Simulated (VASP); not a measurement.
Set up this calculation in VASP 6.6.1, as the native input.

| Quantity | Value |
| --- | --- |
| Task | single point |
| Functional | PBE |
| Potentials or basis | VASP PAW PBE potentials, release 64 (Cs_sv, Sn_d, I) |
| Cutoff | 520 eV |
| k mesh | 6 × 6 × 6 |
| Occupations | gaussian, width 0.02 eV |
| Spin | no spin polarisation |
| Dipole correction | no |
| Further INCAR settings | ALGO = Normal; EDIFF = 1e-06; NBANDS = 30 |

The structure of CsSnI3 lies in POSCAR:

```
CsSnI3
1.0
    5.9061799504      0.0000000000      0.0000000000
    0.0000000000      5.9061799504      0.0000000000
    0.0000000000      0.0000000000      5.9061799504
Cs Sn I
1 1 3
Direct
    0.0000000000      0.0000000000      0.0000000000
    0.5000000000      0.5000000000      0.5000000000
    0.0000000000      0.5000000000      0.5000000000
    0.5000000000      0.0000000000      0.5000000000
    0.5000000000      0.5000000000      0.0000000000
```

This cell differs from its parent crystal: equal strain along all axes, cell held: -6.0 %.

These files were run (other wordings do the same):

INCAR

```
PREC     = Accurate       # precision mode
ENCUT    = 520            # plane-wave cutoff, eV
EDIFF    = 1E-6           # SCF threshold, eV
ISMEAR   = 0              # smearing method
SIGMA    = 0.02           # smearing width, eV
LREAL    = False          # projectors in reciprocal space
LASPH    = True           # aspherical terms in the spheres
NELM     = 80             # most SCF steps
ALGO     = Normal         # electronic algorithm
ISIF     = 2              # what is computed and relaxed
LWAVE    = False          # write WAVECAR
LCHARG   = False          # write CHGCAR
GGA      = PE             # functional
NBANDS   = 30             # bands
```

KPOINTS

```
regular mesh
0
Gamma
  6 6 6
```

Potentials or basis: VASP PAW PBE potentials, release 64 (Cs_sv, Sn_d, I).

Run with:

```console
$ cat potpaw_PBE.64/Cs_sv/POTCAR potpaw_PBE.64/Sn_d/POTCAR potpaw_PBE.64/I/POTCAR > POTCAR
$ mpirun -np 1 vasp_std > vasp.out
```

Results of the run:

- Pressure: 4.4 GPa
- Band gap on the k mesh: zero (filled and empty bands touch)

Caveat: the cell differs from its parent crystal (equal strain along all axes, cell held: -6.0 %); the cell stands under pressure; semilocal functionals underestimate gaps, and a narrow one can read as zero; spin-orbit coupling is left out, which moves the levels of the heavy elements.

Wall time 52 s on 1 thread of Intel(R) Xeon(R) 6975P-C (Granite Rapids), on a shared host, peak memory 0.39 GiB.
